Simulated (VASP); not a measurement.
Os:

```xyz
1
Lattice="2.4900 0.0000 0.0000 0.0000 2.4900 0.0000 0.0000 0.0000 2.4900" Properties=species:S:1:pos:R:3 pbc="T T T"
Os    0.0000    0.0000    0.0000
```

| Quantity | Value |
| --- | --- |
| Program | VASP 6.6.1 |
| Task | relaxation of cell and atoms |
| Functional | PBE |
| Potentials or basis | VASP PAW PBE potentials, release 64 (Os) |
| Cutoff | 600 eV |
| k mesh | 16 × 16 × 16 |
| Occupations | fermi-dirac, width 0.1 eV |
| Spin | no spin polarisation |

At the start: pressure 26.3 GPa; volume 15.44 Å³/atom.

Problem. Where does the relaxation end?

Solution. Over 18 steps the energy falls by 96.7 meV/atom and the volume is 16.71 Å³/atom (+8.2 %); space group Pm-3m (No. 221, to 0.05 Å).

The path:
```
step  energy change (eV)  largest force (eV/Å)  pressure (GPa)  volume (Å³)
   1              0.0000                0.0000           26.27        15.44
   2              0.6939                0.0000          -37.96        21.81
   3             -0.0954                0.0000           -2.53        16.87
   4             -0.0967                0.0000           -0.30        16.73
   5             -0.0967                0.0000            0.14        16.70
   6             -0.0967                0.0000            0.14        16.70
   7             -0.0967                0.0000            0.14        16.70
   8             -0.0967                0.0000            0.13        16.70
   9             -0.0967                0.0000            0.13        16.70
  10             -0.0967                0.0000            0.13        16.70
  11             -0.0967                0.0000            0.13        16.70
  12             -0.0967                0.0000            0.13        16.70
  13             -0.0967                0.0000            0.13        16.70
  14             -0.0967                0.0000            0.13        16.70
  15             -0.0967                0.0000            0.12        16.70
  16             -0.0967                0.0000            0.12        16.71
  17             -0.0967                0.0000            0.11        16.71
  18             -0.0967                0.0000            0.09        16.71
```

Final structure:
```xyz
1
Lattice="2.5565 0.0000 0.0000 0.0000 2.5565 0.0000 0.0000 0.0000 2.5565" Properties=species:S:1:pos:R:3 pbc="T T T"
Os    0.0000    0.0000    0.0000
```
